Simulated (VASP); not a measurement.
Input of a VASP 6.6.1 run:

Contents of INCAR:

```
SYSTEM = Te3Se
PREC = Accurate ; ENCUT = 520
EDIFF = 1E-7 ; ISMEAR = -1
SIGMA = 0.02 ; LREAL = .False.
LASPH = .True. ; NELM = 80
ALGO = Normal ; ISIF = 2
LWAVE = .False. ; LCHARG = .True.
GGA = PE ; LELF = .True.
LVHAR = .True. ; NBANDS = 34
```

KPOINTS

```
regular mesh
0
Gamma
  5 5 8
  0 0 0
```

Contents of POSCAR:

```
Te3Se
1.0
    7.9379136287      0.0000000000      0.0000000000
   -3.9689568144      6.8744348556      0.0000000000
    0.0000000000      0.0000000000      4.3447624536
Te Se
6 2
Direct
    0.1712600050      0.3425200100      0.2500000000
    0.1712600050      0.8287399950      0.2500000000
    0.6574799900      0.8287399950      0.2500000000
    0.8287399950      0.6574799900      0.7500000000
    0.8287399950      0.1712600050      0.7500000000
    0.3425200100      0.1712600050      0.7500000000
    0.3333333333      0.6666666667      0.7500000000
    0.6666666667      0.3333333333      0.2500000000
```

Potentials or basis: VASP PAW PBE potentials, release 64 (Te, Se).

Run with:

```console
$ cat potpaw_PBE.64/Te/POTCAR potpaw_PBE.64/Se/POTCAR > POTCAR
$ mpirun -np 1 vasp_std > vasp.out
```

Question: Estimate the largest force.

Answer: 0.010 eV/Å.

Question: What does it give for the band gap on the k mesh?

Answer: Zero (bands 24 and 25 overlap by 1.04 eV).

Question: Estimate the pressure.

Answer: -1.6 GPa.

Stress tensor (GPa, compression positive):
```
-0.93  0.00  0.00
 0.00 -0.93  0.00
 0.00  0.00 -2.79
```

Caveat: spin-orbit coupling is left out, which moves the levels of the heavy elements.
